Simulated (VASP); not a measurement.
# Ga2As5 (P6/mmm) in VASP: further runs

The runs below take Ga2As5 through single point, relaxation of cell and atoms, with PBE.

Program: VASP 6.6.1. These are calculated values, not measurements. Logs are shortened: lines on timing, memory, paths and dates and some standing lists are left out, and cuts for length are marked.

## (1) The cell of the first run

Symmetry: P6/mmm, No. 191, hexagonal system. The conventional cell has a = 5.522 Å, b = 5.522 Å, c = 10.078 Å, α = 90.00°, β = 90.00°, γ = 120.00°. Within 3.1 Å of Ga (site symmetry 6mm) lie 2 As at 2.35 to 2.69 Å. Within 3.6 Å of As (site symmetry mmm) lie 6 As at 2.76 Å. As (site symmetry 6/mmm) has 2 Ga at 2.69 Å and 6 As at 2.76 Å within 3.5 Å. As (site symmetry 6/mmm) has 2 Ga at 2.35 Å within 3.1 Å.

The cell was built from a structure type or drawn by symmetry, and may not be a known phase.

## (2) Single point, PBE

INCAR reads:

```
ALGO = Normal
EDIFF = 1E-6
ENCUT = 500
GGA = PE
GGA_COMPAT = F
ISIF = 2
ISMEAR = 0
LASPH = T
LCHARG = F
LREAL = F
LWAVE = F
NBANDS = 34
NELM = 120
PREC = Accurate
SIGMA = 0.2
```

KPOINTS reads:

```
k-points
0
Gamma
  4 4 2
```

POSCAR reads:

```
Ga2As5
1.0
    5.5223049658      0.0000000000      0.0000000000
   -2.7611524829      4.7824563878      0.0000000000
    0.0000000000      0.0000000000     10.0781747738
Ga As
2 5
Direct
    0.0000000000      0.0000000000      0.2667874681
    0.0000000000      0.0000000000      0.7332125319
    0.5000000000      0.0000000000      0.0000000000
    0.0000000000      0.5000000000      0.0000000000
    0.5000000000      0.5000000000      0.0000000000
    0.0000000000      0.0000000000      0.0000000000
    0.0000000000      0.0000000000      0.5000000000
```

Potentials or basis: VASP PAW PBE potentials, release 64 (Ga_d, As).

The run is started by

```
$ cat potpaw_PBE.64/Ga_d/POTCAR potpaw_PBE.64/As/POTCAR > POTCAR
$ mpirun -np 1 vasp_std > vasp.out
```

OUTCAR:

```text
EDIFF = 1E-6
   ENCUT = 500
   GGA = PE
   ISIF = 2
   ISMEAR = 0
   LASPH = T
   LREAL = F
   NELM = 120
   PREC = Accurate

 ion  position               nearest neighbor table
   1  0.000  0.000  0.267-   7 2.35   6 2.69
   2  0.000  0.000  0.733-   7 2.35   6 2.69
   3  0.500  0.000  0.000-   4 2.76   5 2.76   5 2.76   4 2.76   6 2.76   6 2.76
   4  0.000  0.500  0.000-   3 2.76   6 2.76   6 2.76   3 2.76   5 2.76   5 2.76
   5  0.500  0.500  0.000-   3 2.76   6 2.76   3 2.76   6 2.76   4 2.76   4 2.76
   6  0.000  0.000  0.000-   1 2.69   2 2.69   4 2.76   5 2.76   4 2.76   5 2.76   3 2.76   3 2.76

   7  0.000  0.000  0.500-   1 2.35   2 2.35

  LATTYP: Found a hexagonal cell.
 ALAT       =     5.5223049658
 C/A-ratio  =     1.8249942436

  Lattice vectors:

 A1 = (   5.5223049658,   0.0000000000,   0.0000000000)
 A2 = (  -2.7611524829,   4.7824563878,   0.0000000000)
 A3 = (   0.0000000000,   0.0000000000,  10.0781747738)

Analysis of symmetry for initial positions (statically):
=====================================================================
 Subroutine PRICEL returns:
 Original cell was already a primitive cell.

 Routine SETGRP: Setting up the symmetry group for a
 hexagonal supercell.

 Subroutine GETGRP returns: Found 24 space group operations
 (whereof 24 operations were pure point group operations)
 out of a pool of 24 trial point group operations.

The static configuration has the point symmetry D_6h.

Analysis of symmetry for dynamics (positions and initial velocities):
=====================================================================
 Subroutine PRICEL returns:
 Original cell was already a primitive cell.

 Routine SETGRP: Setting up the symmetry group for a
 hexagonal supercell.

 Subroutine GETGRP returns: Found 24 space group operations
 (whereof 24 operations were pure point group operations)
 out of a pool of 24 trial point group operations.

The dynamic configuration has the point symmetry D_6h.

 Subroutine INISYM returns: Found 24 space group operations
 (whereof 24 operations are pure point group operations),
 and found     1 'primitive' translations

----------------------------------------------------------------------------------------

                                     Primitive cell

  volume of cell :     266.1664

  direct lattice vectors                    reciprocal lattice vectors
[... 82 lines left out ...]
   EDIFFG = 0.1E-04   stopping-criterion for IOM
   NSW    =      0    number of steps for IOM
   IBRION =     -1    ionic relax: 0-MD 1-quasi-New 2-CG
   NFREE  =      0    steps in history (QN), initial steepest desc. (CG)
   ISIF   =      2    stress and relaxation
   ISYM   =      2    0-nonsym 1-usesym 2-fastsym
   POTIM  = 0.5000    time-step for ionic-motion
   TEBEG  =    0.0;   TEEND  =   0.0 temperature during run
   PSTRESS=    0.0 pullay stress
   NELECT =      51.0000    total number of electrons
   NUPDOWN=      -1.0000    fix difference up-down
   EMIN   =  10.00;   EMAX   =-10.00  energy-range for DOS
   EFERMI =   0.00;   METHOD = LEGACY
   ISMEAR =     0;   SIGMA  =   0.20  broadening in eV -4-tet -1-fermi 0-gaus
   EFERMI_NEDOS =   21; number of points for ismear=-14 and -15
   IALGO  =     38    algorithm
   IMIX   =      4    mixing-type and parameters
     AMIX     =   0.40;   BMIX     =  1.00
     AMIX_MAG =   1.60;   BMIX_MAG =  1.00
  volume/ion in A,a.u.               =      38.02       256.60
  Fermi-wavevector in a.u.,A,eV,Ry     =   0.943801  1.783525 12.119531  0.890760
  Thomas-Fermi vector in A             =   2.071544
   LORBIT       =      0    0 simple, 1 ext, 2 COOP (PROOUT), +10 PAW based schemes
   GGA     = PE    functional components
   LHFCALC =     F    Hartree Fock is set to
   AEXX    =    0.0000 exact exchange contribution
   IVDW    =     0    specifies the selected vdW correction
   LEPSILON=     F    determine dielectric tensor
   LRPA    =     F    only Hartree local field effects (RPA)
 non-spin polarized calculation
 Gauss-broadening in eV      SIGMA  =   0.20
  energy-cutoff  :      500.00
  volume of cell :      266.17
 maximum number of plane-waves:      6792
   NGX = 21   NGY = 21   NGZ = 37

 number of electron      51.0000033 magnetization

 Free energy of the ion-electron system (eV)
  ---------------------------------------------------
  ext. energy  EPLUGINS =         0.00000000
  ---------------------------------------------------
  free energy    TOTEN  =       -23.96409827 eV

  energy without entropy =      -23.81281792  energy(sigma->0) =      -23.88845809

 E-fermi :   0.4583     XC(G=0):  -7.0753

 val. band max:        0.4002815314   @ k =   0.0000   0.0000   0.0000
 cond. band min:       0.4659526940   @ k =   0.2500   0.2500   0.5000
 fundamental gap:      0.0656711625
 Fermi energy:         0.4583111109

 k-point     1 :       0.0000    0.0000    0.0000
  band No.  band energies     occupation
      1     -14.4175      2.00000
      2     -14.3244      2.00000
      3     -14.2934      2.00000
      4     -14.2934      2.00000
      5     -14.2932      2.00000
      6     -14.2932      2.00000
[... 285 lines left out ...]
     33       2.8191      0.00000
     34       4.1450      0.00000

------------------------ aborting loop because EDIFF is reached ----------------------------------------

  FORCE on cell =-STRESS in cart. coord.  units (eV):
  Direction    XX          YY          ZZ          XY          YZ          ZX
  --------------------------------------------------------------------------------------
  -------------------------------------------------------------------------------------
  Total        0.1634279      0.1634279      0.7116105      0.0000000     -0.0000000      0.0000000
  in kB        0.9837470      0.9837470      4.2835083      0.0000000     -0.0000000      0.0000000
  external PRESSURE =       2.0836675 kB  Pullay stress =       0.0000000 kB

 VOLUME and BASIS-vectors are now :
 -----------------------------------------------------------------------------
  energy-cutoff  :      500.00
  volume of cell :      266.17
      direct lattice vectors                 reciprocal lattice vectors
     5.522304966  0.000000000  0.000000000     0.181083806  0.104548784  0.000000000
    -2.761152483  4.782456388  0.000000000     0.000000000  0.209097568  0.000000000
     0.000000000  0.000000000 10.078174774     0.000000000  0.000000000  0.099224316

 POSITION                                       TOTAL-FORCE (eV/Angst)
 -----------------------------------------------------------------------------------
      0.00000      0.00000      2.68873        -0.000000      0.000000      0.002370
      0.00000      0.00000      7.38944         0.000000     -0.000000     -0.002370
      2.76115      0.00000      0.00000        -0.000000      0.000000      0.000000
     -1.38058      2.39123      0.00000        -0.000000      0.000000      0.000000
      1.38058      2.39123      0.00000        -0.000000      0.000000      0.000000
      0.00000      0.00000      0.00000        -0.000000      0.000000      0.000000
      0.00000      0.00000      5.03909        -0.000000      0.000000      0.000000
 -----------------------------------------------------------------------------------
    total drift:                               -0.000000     -0.000000     -0.000000

  FREE ENERGIE OF THE ION-ELECTRON SYSTEM (eV)
  ---------------------------------------------------
  free  energy   TOTEN  =       -23.9640982719 eV

  energy  without entropy=      -23.8128179151  energy(sigma->0) =      -23.88845809
```

It took 53 s on 1 thread of Intel Xeon 6975P-C (Granite Rapids), shared host; peak memory 0.36 GiB.

Results:

| Quantity | Value |
| --- | --- |
| Free energy | -23.9641 eV |
| Pressure | 0.2 GPa |
| Band gap on the k mesh | zero (an odd number of electrons rules out a gap without spin polarisation) |

Forces in eV/Å, atoms in the order of the input:
```
Ga   0.000  0.000  0.002
Ga   0.000  0.000 -0.002
As   0.000  0.000  0.000
As   0.000  0.000  0.000
As   0.000  0.000  0.000
As   0.000  0.000  0.000
As   0.000  0.000  0.000
```

Stress tensor (GPa, compression positive):
```
0.10 0.00 0.00
0.00 0.10 0.00
0.00 0.00 0.43
```

## (3) Single point, PBE

This run uses another cell than the first one, of 42.69 Å³/atom.

INCAR reads:

```
PREC = Accurate
ENCUT = 500
EDIFF = 1E-6
ISMEAR = 0
SIGMA = 0.2
LREAL = F
LASPH = T
NELM = 120
ALGO = Normal
ISIF = 2
LWAVE = F
LCHARG = T
GGA = PE
LELF = T
LVHAR = T
NBANDS = 34
GGA_COMPAT = F
```

KPOINTS reads:

```
regular mesh
0
Gamma
  3 3 4
```

POSCAR reads:

```
Ga2As5
1.0
    8.1732047562      0.0000000037      0.0000000000
   -4.0866023813      7.0782029474      0.0000000000
    0.0000000000      0.0000000000      5.1648996813
Ga As
2 5
Direct
    0.0000000000      0.0000000000      0.5000000000
    0.0000000000      0.0000000000      0.0000000000
    0.3333333333      0.6666666667      0.0000000000
    0.6666666667      0.3333333333      0.0000000000
    0.5000000000      0.0000000000      0.0000000000
    0.0000000000      0.5000000000      0.0000000000
    0.5000000000      0.5000000000      0.0000000000
```

Potentials or basis: VASP PAW PBE potentials, release 64 (Ga_d, As).

The run is started by

```
$ cat potpaw_PBE.64/Ga_d/POTCAR potpaw_PBE.64/As/POTCAR > POTCAR
$ mpirun -np 1 vasp_std > vasp.out
```

Wall time 58 s (1 thread of Intel Xeon 6975P-C (Granite Rapids), shared host); peak memory 0.36 GiB.

It converged, with:

| Item | Value |
| --- | --- |
| Free energy | -22.8690 eV |
| Pressure | 0.5 GPa |
| Band gap on the k mesh | zero (an odd number of electrons rules out a gap without spin polarisation) |

Stress tensor (GPa, compression positive):
```
0.56 0.00 0.00
0.00 0.56 0.00
0.00 0.00 0.30
```

Levels at points of the mesh, in eV from the Fermi level:
| k point | band 24 | band 25 | band 26 | band 27 | band 28 | band 29 |
| --- | --- | --- | --- | --- | --- | --- |
| (0.00, 0.00, 0.00) | -0.98 | -0.20 | -0.20 | 0.32 | 0.99 | 0.99 |
| (0.00, 0.00, 0.50) | -0.69 | -0.69 | 0.37 | 1.05 | 1.05 | 1.15 |

## (4) Relaxation of cell and atoms, PBE

This run uses another cell than the first one, of 25.42 Å³/atom.

INCAR reads:

```
PREC     = Accurate       # precision mode
ENCUT    = 500            # plane-wave cutoff, eV
EDIFF    = 1E-7           # SCF threshold, eV
ISMEAR   = 0              # smearing method
SIGMA    = 0.2            # smearing width, eV
LREAL    = F              # projectors in reciprocal space
LASPH    = T              # aspherical terms in the spheres
NELM     = 120            # most SCF steps
ALGO     = Normal         # electronic algorithm
ISIF     = 3              # what is computed and relaxed
LWAVE    = F              # write WAVECAR
LCHARG   = F              # write CHGCAR
GGA      = PE             # functional
IBRION   = 2              # ionic algorithm
NSW      = 36             # ionic steps
EDIFFG   = -0.08          # ionic threshold
GGA_COMPAT= F            
NELMIN   = 4
```

KPOINTS reads:

```
Automatic mesh
0
Gamma
  3 3 3
```

POSCAR reads:

```
Ga2As5
1.0
    5.7502037000      0.0000000000      0.0000000000
   -2.8751018500      4.9798224800      0.0000000000
    0.0000000000      0.0000000000      6.2133062800
Ga As
2 5
Direct
    0.0000000000      0.0000000000      0.2810005200
    0.0000000000      0.0000000000      0.7189994800
    0.0000000000      0.0000000000      0.0000000000
    0.3333333300      0.6666666700      0.6897254500
    0.3333333300      0.6666666700      0.3102745500
    0.6666666700      0.3333333300      0.3102745500
    0.6666666700      0.3333333300      0.6897254500
```

The run is started by

```
$ cat potpaw_PBE.64/Ga_d/POTCAR potpaw_PBE.64/As/POTCAR > POTCAR
$ mpirun -np 1 vasp_std > vasp.out
```

Run time: 6.9 min. Hardware: 1 thread of Intel Xeon 6975P-C (Granite Rapids), shared host; peak memory 0.29 GiB.

Results (log left out):

* Free energy: -26.7811 eV
* Relaxed volume: 23.98 Å³/atom
* Relaxed cell: a = 5.073 Å, b = 5.073 Å, c = 7.531 Å, α = 90.00°, β = 90.00°, γ = 120.00°
* Space group after relaxing (to 0.1 Å): P6/mmm (No. 191)
* Pressure after relaxing: 0.1 GPa
* Largest force after relaxing: 0.034 eV/Å
* Band gap on the k mesh: zero (an odd number of electrons rules out a gap without spin polarisation)

Forces on the atoms (eV/Å):
```
Ga   0.000  0.000 -0.034
Ga   0.000  0.000  0.034
As   0.000  0.000  0.000
As   0.000  0.000  0.025
As   0.000  0.000 -0.025
As   0.000  0.000 -0.025
As   0.000  0.000  0.025
```

Stress tensor (GPa, compression positive):
```
0.07 0.00 0.00
0.00 0.07 0.00
0.00 0.00 0.18
```

Final structure:
```
Ga As
1.0
     5.07319    0.00000    0.00000
    -2.53659    4.39351    0.00000
     0.00000    0.00000    7.53124
Ga As
2 5
Direct
  0.00000 0.00000 0.32008
  0.00000 0.00000 0.67992
  0.00000 0.00000 0.00000
  0.33333 0.66667 0.66403
  0.33333 0.66667 0.33597
  0.66667 0.33333 0.33597
  0.66667 0.33333 0.66403
```

Levels at points of the mesh, in eV from the Fermi level:
```
           k point  band 23  band 24  band 25  band 26  band 27  band 28
(0.00, 0.00, 0.00)    -2.13    -2.13    -1.14    -0.82    -0.82     0.25
```

Caveat: the k points lie up to 0.48 Å⁻¹ apart in the final cell, too coarse for converged energies and pressures of a metal; a cell axis changed by over 15 % at a fixed basis, so the end point is rough; the relaxation stopped at a loose force limit of 0.08 eV/Å, so its end isn't a converged minimum.

## (5) Summary

| task | cell | k mesh | gap on the mesh (eV) | pressure (GPa) |
| --- | --- | --- | --- | --- |
| single point | a = 5.522, b = 5.522, c = 10.078 Å, angles 90.0, 90.0, 120.0°, 7 atoms, atomic positions A | 4 × 4 × 2 | none | 0.2 |
| single point | a = 8.173, b = 8.173, c = 5.165 Å, angles 90.0, 90.0, 120.0°, 7 atoms, atomic positions B | 3 × 3 × 4 | none | 0.5 |
| relaxation of cell and atoms | relaxed from a = 5.750, b = 5.750, c = 6.213 Å, angles 90.0, 90.0, 120.0°, 7 atoms, atomic positions C | 3 × 3 × 3 | none | 0.1 |

Alike in all rows: level PBE; potentials or basis VASP PAW PBE potentials, release 64 (Ga_d, As); no spin polarisation; cutoff (eV) 500; smearing gaussian 0.2 eV.

Caveats: some runs use coarse meshes; a cell axis changed by over 15 % at a fixed basis, so the end point is rough (at least some runs); the relaxation stopped at a loose force limit of 0.08 eV/Å, so its end isn't a converged minimum (at least some runs).

Absolute energies hang on the potentials; compare differences alone.
